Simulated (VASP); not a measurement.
# AgRu2Au2 in VASP: further runs

Runs on AgRu2Au2. Level: PBE. Tasks: single point.

Program: VASP 6.6.1. These are calculated values, not measurements. Logs are shortened: lines on timing, memory, paths and dates and some standing lists are left out, and cuts for length are marked.

### 1 The cell of the first run

The cell holds a sheet with vacuum, 5 atoms: a = 4.431 Å, b = 4.431 Å, c = 33.804 Å, α = 90.00°, β = 90.00°, γ = 120.00°.

### 2 Single point, PBE

Input file INCAR:

```
ALGO = Normal ; DIPOL = 0.5 0.5 0.295
EDIFF = 1E-6 ; ENCUT = 520
GGA = PE ; IDIPOL = 3
ISIF = 2 ; ISMEAR = 0
LASPH = True ; LCHARG = False
LDIPOL = True ; LREAL = False
LWAVE = False ; NBANDS = 38
NELM = 100 ; PREC = Accurate
SIGMA = 0.1
```

Input file KPOINTS:

```
k-points
0
Gamma
  12 12 1
```

Input file POSCAR:

```
AgRu2Au2
1.0
    4.4311744268     -0.0000000027      0.0000000000
   -2.2155872111      3.8375096236      0.0000000000
    0.0000000000      0.0000000000     33.8036224000
Ag Ru Au
1 2 2
Direct
    0.0000000000      0.0000000000      0.2963570449
    0.3333333333      0.6666666667      0.3360665268
    0.6666666667      0.3333333333      0.3360665268
    0.3333333333      0.6666666667      0.2544331819
    0.6666666667      0.3333333333      0.2544331819
```

Potentials or basis: VASP PAW PBE potentials, release 64 (Ag, Ru_pv, Au).

On the command line:

```sh
> cat potpaw_PBE.64/Ag/POTCAR potpaw_PBE.64/Ru_pv/POTCAR potpaw_PBE.64/Au/POTCAR > POTCAR
> mpirun -np 1 vasp_std > vasp.out
```

OUTCAR:

```text
EDIFF = 1E-6
   ENCUT = 520
   GGA = PE
   ISIF = 2
   ISMEAR = 0
   LASPH = True
   LREAL = False
   NELM = 100
   PREC = Accurate

 ion  position               nearest neighbor table
   1  0.000  0.000  0.296-   2 2.89   3 2.89   3 2.89   2 2.89   3 2.89   2 2.89   4 2.92   5 2.92
                             5 2.92   4 2.92   4 2.92   5 2.92
   2  0.333  0.667  0.336-   3 2.56   3 2.56   3 2.56   4 2.76   1 2.89   1 2.89   1 2.89
   3  0.667  0.333  0.336-   2 2.56   2 2.56   2 2.56   5 2.76   1 2.89   1 2.89   1 2.89
   4  0.333  0.667  0.254-   5 2.56   5 2.56   5 2.56   2 2.76   1 2.92   1 2.92   1 2.92
   5  0.667  0.333  0.254-   4 2.56   4 2.56   4 2.56   3 2.76   1 2.92   1 2.92   1 2.92

  LATTYP: Found a hexagonal cell.
 ALAT       =     4.4311744268
 C/A-ratio  =     7.6285921393

  Lattice vectors:

 A1 = (   4.4311744268,  -0.0000000027,   0.0000000000)
 A2 = (  -2.2155872111,   3.8375096236,   0.0000000000)
 A3 = (   0.0000000000,   0.0000000000,  33.8036224000)

Analysis of symmetry for initial positions (statically):
=====================================================================
 Subroutine PRICEL returns:
 Original cell was already a primitive cell.

 Routine SETGRP: Setting up the symmetry group for a
 hexagonal supercell.

 Subroutine GETGRP returns: Found 12 space group operations
 (whereof 12 operations were pure point group operations)
 out of a pool of 24 trial point group operations.

The static configuration has the point symmetry C_6v.

Analysis of symmetry for dynamics (positions and initial velocities):
=====================================================================
 Subroutine PRICEL returns:
 Original cell was already a primitive cell.

 Routine SETGRP: Setting up the symmetry group for a
 hexagonal supercell.

 Subroutine GETGRP returns: Found 12 space group operations
 (whereof 12 operations were pure point group operations)
 out of a pool of 24 trial point group operations.

The dynamic configuration has the point symmetry C_6v.

 Subroutine INISYM returns: Found 12 space group operations
 (whereof 12 operations are pure point group operations),
 and found     1 'primitive' translations

----------------------------------------------------------------------------------------

                                     Primitive cell

  volume of cell :     574.8196

  direct lattice vectors                    reciprocal lattice vectors
     4.431174427 -0.000000003  0.000000000     0.225673807  0.130292833  0.000000000
    -2.215587211  3.837509624  0.000000000     0.000000000  0.260585666  0.000000000
     0.000000000  0.000000000 33.803622400     0.000000000  0.000000000  0.029582628

  length of vectors
     4.431174427  4.431174427 33.803622400     0.260585666  0.260585666  0.029582628

  position of ions in fractional coordinates (direct lattice)
     0.000000000  0.000000000  0.296357045
     0.333333333  0.666666667  0.336066527
     0.666666667  0.333333333  0.336066527
     0.333333333  0.666666667  0.254433182
     0.666666667  0.333333333  0.254433182

  ion indices of the primitive-cell ions
   primitive index   ion index
                 1           1
                 2           2
                 3           3
                 4           4
                 5           5

----------------------------------------------------------------------------------------

 KPOINTS: k-points

Automatic generation of k-mesh.
 Grid dimensions read from file:
 generate k-points for:   12   12    1

 Generating k-lattice:

  Cartesian coordinates                     Fractional coordinates (reciprocal lattice)
     0.018806151  0.010857736  0.000000000     0.083333333  0.000000000  0.000000000
     0.000000000  0.021715472  0.000000000    -0.000000000  0.083333333  0.000000000
     0.000000000  0.000000000  0.029582628     0.000000000  0.000000000  1.000000000

  Length of vectors
     0.021715472  0.021715472  0.029582628

  Shift w.r.t. Gamma in fractional coordinates (k-lattice)
     0.000000000  0.000000000  0.000000000

 Subroutine IBZKPT returns following result:
 ===========================================

 Found     19 irreducible k-points:

 Following reciprocal coordinates:
            Coordinates               Weight
  0.000000  0.000000  0.000000      1.000000
  0.083333 -0.000000  0.000000      6.000000
  0.166667 -0.000000  0.000000      6.000000
  0.250000  0.000000  0.000000      6.000000
  0.333333  0.000000  0.000000      6.000000
  0.416667  0.000000  0.000000      6.000000
[... 11 lines left out ...]
  0.333333  0.250000  0.000000     12.000000
  0.333333  0.333333  0.000000      2.000000
   k-points           NKPTS =     19   k-points in BZ     NKDIM =     19   number of bands    NBANDS=     38
   number of dos      NEDOS =    301   number of ions     NIONS =      5
   total plane-waves  NPLWV = 326592
   dimension x,y,z NGX =    36 NGY =   36 NGZ =  252
   dimension x,y,z NGXF=    72 NGYF=   72 NGZF=  504
   ions per type =               1   2   2
   NGX,Y,Z   is equivalent  to a cutoff of  13.51, 13.51, 12.39 a.u.
   NGXF,Y,Z  is equivalent  to a cutoff of  27.01, 27.01, 24.79 a.u.
 SYSTEM =  unknown system
   PREC   = accura    normal or accurate (medium, high low for compatibility)
   ISTART =      0    job   : 0-new  1-cont  2-samecut
   ICHARG =      2    charge: 1-file 2-atom 10-const
   ISPIN  =      1    spin polarized calculation?
   LNONCOLLINEAR =      F non collinear calculations
   LSORBIT =      F    spin-orbit coupling
   LASPH  =      T    aspherical Exc in radial PAW
   ENCUT  =  520.0 eV  38.22 Ry    6.18 a.u.   8.24  8.24 62.85*2*pi/ulx,y,z
   NELM   =    100;   NELMIN=  2; NELMDL= -5     # of ELM steps
   EDIFF  = 0.1E-05   stopping-criterion for ELM
   LREAL  =      F    real-space projection
   EDIFFG = 0.1E-04   stopping-criterion for IOM
   NSW    =      0    number of steps for IOM
   IBRION =     -1    ionic relax: 0-MD 1-quasi-New 2-CG
   NFREE  =      0    steps in history (QN), initial steepest desc. (CG)
   ISIF   =      2    stress and relaxation
   ISYM   =      2    0-nonsym 1-usesym 2-fastsym
   POTIM  = 0.5000    time-step for ionic-motion
   TEBEG  =    0.0;   TEEND  =   0.0 temperature during run
   PSTRESS=    0.0 pullay stress
   NELECT =      61.0000    total number of electrons
   NUPDOWN=      -1.0000    fix difference up-down
   EMIN   =  10.00;   EMAX   =-10.00  energy-range for DOS
   EFERMI =   0.00;   METHOD = LEGACY
   ISMEAR =     0;   SIGMA  =   0.10  broadening in eV -4-tet -1-fermi 0-gaus
   EFERMI_NEDOS =   21; number of points for ismear=-14 and -15
   IALGO  =     38    algorithm
   IMIX   =      4    mixing-type and parameters
     AMIX     =   0.40;   BMIX     =  1.00
     AMIX_MAG =   1.60;   BMIX_MAG =  1.00
  volume/ion in A,a.u.               =     114.96       775.81
  Fermi-wavevector in a.u.,A,eV,Ry     =   0.775070  1.464670  8.173475  0.600733
  Thomas-Fermi vector in A             =   1.877260
   LORBIT       =      0    0 simple, 1 ext, 2 COOP (PROOUT), +10 PAW based schemes
   GGA     = PE    functional components
   LHFCALC =     F    Hartree Fock is set to
   AEXX    =    0.0000 exact exchange contribution
   IVDW    =     0    specifies the selected vdW correction
   LEPSILON=     F    determine dielectric tensor
   LRPA    =     F    only Hartree local field effects (RPA)
 non-spin polarized calculation
 Gauss-broadening in eV      SIGMA  =   0.10
  energy-cutoff  :      520.00
  volume of cell :      574.82
 maximum number of plane-waves:     15539
 NGX is ok and might be reduce to    36
   NGX = 17   NGY = 17   NGZ =125

 dipolmoment           0.000000      0.000000     -0.000009 electrons x Angstroem

 number of electron      60.9999992 magnetization

 dipolmoment           0.000000      0.000000      0.015691 electrons x Angstroem

 Free energy of the ion-electron system (eV)
  ---------------------------------------------------
  ext. energy  EPLUGINS =         0.00000000
  ---------------------------------------------------
  free energy    TOTEN  =       -21.96979339 eV

  energy without entropy =      -21.93626993  energy(sigma->0) =      -21.95303166

 E-fermi :  -2.9234     XC(G=0):  -2.3776

 val. band max:       -2.9365284660   @ k =   0.0000   0.0000   0.0000
 cond. band min:      -2.9056079917   @ k =   0.3333   0.0000   0.0000
 fundamental gap:      0.0309204742
 Fermi energy:        -2.9233775542

 k-point     1 :       0.0000    0.0000    0.0000
  band No.  band energies     occupation
      1     -45.7068      2.00000
      2     -45.7068      2.00000
      3     -45.4574      2.00000
      4     -45.3187      2.00000
      5     -45.1426      2.00000
      6     -45.1426      2.00000
[... 30 lines left out ...]
     37       2.2093      0.00000
     38       2.3749      0.00000

 k-point     2 :       0.0833   -0.0000    0.0000
  band No.  band energies     occupation
      1     -45.7100      2.00000
      2     -45.6997      2.00000
      3     -45.4553      2.00000
      4     -45.3208      2.00000
      5     -45.1500      2.00000
      6     -45.1392      2.00000
[... 30 lines left out ...]
     37       2.2797      0.00000
     38       2.4138      0.00000

 k-point     3 :       0.1667   -0.0000    0.0000
  band No.  band energies     occupation
      1     -45.7186      2.00000
      2     -45.6793      2.00000
      3     -45.4492      2.00000
      4     -45.3269      2.00000
      5     -45.1712      2.00000
      6     -45.1301      2.00000
[... 30 lines left out ...]
     37       2.2338      0.00000
     38       2.3005      0.00000

 k-point     4 :       0.2500    0.0000    0.0000
  band No.  band energies     occupation
      1     -45.7299      2.00000
      2     -45.6484      2.00000
      3     -45.4398      2.00000
      4     -45.3365      2.00000
      5     -45.2032      2.00000
      6     -45.1180      2.00000
[... 30 lines left out ...]
     37       1.9388      0.00000
     38       2.2833      0.00000
[... 498 lines left out ...]
      4     -45.3651      2.00000
      5     -45.3205      2.00000
      6     -45.0825      2.00000
[... 30 lines left out ...]
     37       0.4451      0.00000
     38       0.9044      0.00000

 k-point    18 :       0.3333    0.2500    0.0000
  band No.  band energies     occupation
      1     -45.7705      2.00000
      2     -45.4874      2.00000
      3     -45.4002      2.00000
      4     -45.3762      2.00000
      5     -45.3667      2.00000
      6     -45.0754      2.00000
[... 30 lines left out ...]
     37       0.1449      0.00000
     38       1.4070      0.00000

 k-point    19 :       0.3333    0.3333    0.0000
  band No.  band energies     occupation
      1     -45.7742      2.00000
      2     -45.4272      2.00000
      3     -45.4272      2.00000
      4     -45.3881      2.00000
      5     -45.3881      2.00000
      6     -45.0716      2.00000
[... 30 lines left out ...]
     37      -0.9018      0.00000
     38       2.0643      0.00000

------------------------ aborting loop because EDIFF is reached ----------------------------------------

 vacuum level on the upper side and lower side of the slab       (xc-potential included)         0.077        -0.087

  FORCE on cell =-STRESS in cart. coord.  units (eV):
  Direction    XX          YY          ZZ          XY          YZ          ZX
  --------------------------------------------------------------------------------------
  -------------------------------------------------------------------------------------
  Total       -0.0919820     -0.0919820     -0.1235715      0.0000000      0.0000000     -0.0000000
  in kB       -0.2563787     -0.2563787     -0.3444273      0.0000000      0.0000000     -0.0000000
  external PRESSURE =      -0.2857282 kB  Pullay stress =       0.0000000 kB

 VOLUME and BASIS-vectors are now :
 -----------------------------------------------------------------------------
  energy-cutoff  :      520.00
  volume of cell :      574.82
      direct lattice vectors                 reciprocal lattice vectors
     4.431174427 -0.000000003  0.000000000     0.225673807  0.130292833  0.000000000
    -2.215587211  3.837509624  0.000000000     0.000000000  0.260585666  0.000000000
     0.000000000  0.000000000 33.803622400     0.000000000  0.000000000  0.029582628

 POSITION                                       TOTAL-FORCE (eV/Angst)
 -----------------------------------------------------------------------------------
      0.00000      0.00000     10.01794         0.000000     -0.000000     -0.004297
      0.00000      2.55834     11.36027         0.000000     -0.000000     -0.010588
      2.21559      1.27917     11.36027         0.000000      0.000000     -0.010588
      0.00000      2.55834      8.60076         0.000000     -0.000000      0.012736
      2.21559      1.27917      8.60076        -0.000000      0.000000      0.012736
 -----------------------------------------------------------------------------------
    total drift:                               -0.000000     -0.000000     -0.001009

  FREE ENERGIE OF THE ION-ELECTRON SYSTEM (eV)
  ---------------------------------------------------
  free  energy   TOTEN  =       -21.9697933883 eV

  energy  without entropy=      -21.9362699251  energy(sigma->0) =      -21.95303166

 vacuum level on the upper side and lower side of the slab         2.195         2.028
```

Run time: 9.2 min. Hardware: 1 thread of Intel Xeon Platinum 8488C (Sapphire Rapids), shared host; peak memory 0.92 GiB.

What came out:

| Quantity | Value |
| --- | --- |
| Free energy | -21.9698 eV |
| Largest force | 0.013 eV/Å |

Forces in eV/Å, atoms in the order of the input:
```
Ag   0.000  0.000 -0.004
Ru   0.000  0.000 -0.011
Ru   0.000  0.000 -0.011
Au   0.000  0.000  0.013
Au   0.000  0.000  0.013
```

Levels at points of the mesh, in eV from the Fermi level:
```csv
k point,band 27,band 28,band 29,band 30,band 31,band 32,band 33,band 34
"(0.00, 0.00, 0.00)",-1.61,-1.08,-1.00,-1.00,-0.01,-0.01,0.22,0.85
"(0.50, 0.00, 0.00)",-1.46,-1.14,-0.89,-0.70,0.43,0.44,0.81,0.84
```

Caveat: spin-orbit coupling is left out, which moves the levels of the heavy elements.

### 3 Single point, PBE

Input file INCAR:

```
SYSTEM = AgRu2Au2
  PREC = Accurate
  ENCUT = 520
  EDIFF = 1E-6
  ISMEAR = 0
  SIGMA = 0.1
  LREAL = .FALSE.
  LASPH = .TRUE.
  NELM = 100
  ALGO = Normal
  ISIF = 2
  LWAVE = .FALSE.
  LCHARG = .FALSE.
  LDIPOL = .TRUE.
  IDIPOL = 3
  DIPOL = 0.5 0.5 0.295
  GGA = PE
  NBANDS = 38
```

Input file KPOINTS:

```
Automatic mesh
0
G
  12 12 1
  0 0 0
```

Input file POSCAR:

```
AgRu2Au2
1.0
    4.4293152139     -0.0000000027      0.0000000000
   -2.2146576046      3.8358994979      0.0000000000
    0.0000000000      0.0000000000     33.8036224000
Ag Ru Au
1 2 2
Direct
    0.0000000000      0.0000000000      0.2962753936
    0.3333333333      0.6666666667      0.3360896688
    0.6666666667      0.3333333333      0.3360896688
    0.3333333333      0.6666666667      0.2544508655
    0.6666666667      0.3333333333      0.2544508655
```

Potentials or basis: VASP PAW PBE potentials, release 64 (Ag, Ru_pv, Au).

On the command line:

```sh
> cat potpaw_PBE.64/Ag/POTCAR potpaw_PBE.64/Ru_pv/POTCAR potpaw_PBE.64/Au/POTCAR > POTCAR
> mpirun -np 1 vasp_std > vasp.out
```

OUTCAR:

```text
SYSTEM = AgRu2Au2
   PREC = Accurate
   ENCUT = 520
   EDIFF = 1E-6
   ISMEAR = 0
   LREAL = .FALSE.
   LASPH = .TRUE.
   NELM = 100
   ISIF = 2
   GGA = PE

 ion  position               nearest neighbor table
   1  0.000  0.000  0.296-   2 2.89   3 2.89   2 2.89   3 2.89   3 2.89   2 2.89   4 2.92   5 2.92
                             5 2.92   4 2.92   5 2.92   4 2.92
   2  0.333  0.667  0.336-   3 2.56   3 2.56   3 2.56   4 2.76   1 2.89   1 2.89   1 2.89
   3  0.667  0.333  0.336-   2 2.56   2 2.56   2 2.56   5 2.76   1 2.89   1 2.89   1 2.89
   4  0.333  0.667  0.254-   5 2.56   5 2.56   5 2.56   2 2.76   1 2.92   1 2.92   1 2.92
   5  0.667  0.333  0.254-   4 2.56   4 2.56   4 2.56   3 2.76   1 2.92   1 2.92   1 2.92

  LATTYP: Found a hexagonal cell.
 ALAT       =     4.4293152139
 C/A-ratio  =     7.6317942543

  Lattice vectors:

 A1 = (   4.4293152139,  -0.0000000027,   0.0000000000)
 A2 = (  -2.2146576046,   3.8358994979,   0.0000000000)
 A3 = (   0.0000000000,   0.0000000000,  33.8036224000)

Analysis of symmetry for initial positions (statically):
=====================================================================
 Subroutine PRICEL returns:
 Original cell was already a primitive cell.

[... 183 lines left out ...]
      1     -45.7079      2.00000
      2     -45.7079      2.00000
      3     -45.4573      2.00000
      4     -45.3179      2.00000
      5     -45.1415      2.00000
      6     -45.1415      2.00000
[... 768 lines left out ...]
     37      -0.8967      0.00000
     38       2.0671      0.00000

------------------------ aborting loop because EDIFF is reached ----------------------------------------

 vacuum level on the upper side and lower side of the slab       (xc-potential included)         0.077        -0.087

  FORCE on cell =-STRESS in cart. coord.  units (eV):
  Direction    XX          YY          ZZ          XY          YZ          ZX
  --------------------------------------------------------------------------------------
  -------------------------------------------------------------------------------------
  Total       -0.0087804     -0.0087804     -0.0886037     -0.0000000      0.0000000     -0.0000000
  in kB       -0.0244940     -0.0244940     -0.2471698     -0.0000000      0.0000000     -0.0000000
  external PRESSURE =      -0.0987193 kB  Pullay stress =       0.0000000 kB

 VOLUME and BASIS-vectors are now :
 -----------------------------------------------------------------------------
  energy-cutoff  :      520.00
  volume of cell :      574.34
      direct lattice vectors                 reciprocal lattice vectors
     4.429315214 -0.000000003  0.000000000     0.225768534  0.130347523  0.000000000
    -2.214657605  3.835899498  0.000000000     0.000000000  0.260695047  0.000000000
     0.000000000  0.000000000 33.803622400     0.000000000  0.000000000  0.029582628

 POSITION                                       TOTAL-FORCE (eV/Angst)
 -----------------------------------------------------------------------------------
      0.00000      0.00000     10.01518         0.000000      0.000000      0.004341
      0.00000      2.55727     11.36105        -0.000000      0.000000     -0.006427
      2.21466      1.27863     11.36105         0.000000     -0.000000     -0.006427
      0.00000      2.55727      8.60136         0.000000     -0.000000      0.004256
      2.21466      1.27863      8.60136        -0.000000      0.000000      0.004256
 -----------------------------------------------------------------------------------
    total drift:                               -0.000000     -0.000000     -0.000909

  FREE ENERGIE OF THE ION-ELECTRON SYSTEM (eV)
  ---------------------------------------------------
  free  energy   TOTEN  =       -21.9697867765 eV

  energy  without entropy=      -21.9364017713  energy(sigma->0) =      -21.95309427

 vacuum level on the upper side and lower side of the slab         2.197         2.031
```

stdout:

```text
POSCAR found type information on POSCAR AgRuAu
 POSCAR found :  3 types and       5 ions
 scaLAPACK will be used
 LDA part: xc-table for (Slater+PW92), standard interpolation
 POSCAR, INCAR and KPOINTS ok, starting setup
 FFT: planning ... GRIDC
 FFT: planning ... GRID_SOFT
 FFT: planning ... GRID
 WAVECAR not read
 entering main loop
```

Wall time 9.6 min (1 thread of Intel Xeon Platinum 8488C (Sapphire Rapids), shared host); peak memory 0.92 GiB.

Results:

```yaml
Free_energy: -21.9698 eV
Largest_force: 0.006 eV/Å
```

Forces in eV/Å, atoms in the order of the input:
```
Ag   0.000  0.000  0.004
Ru   0.000  0.000 -0.006
Ru   0.000  0.000 -0.006
Au   0.000  0.000  0.004
Au   0.000  0.000  0.004
```

Caveat: spin-orbit coupling is left out, which moves the levels of the heavy elements.
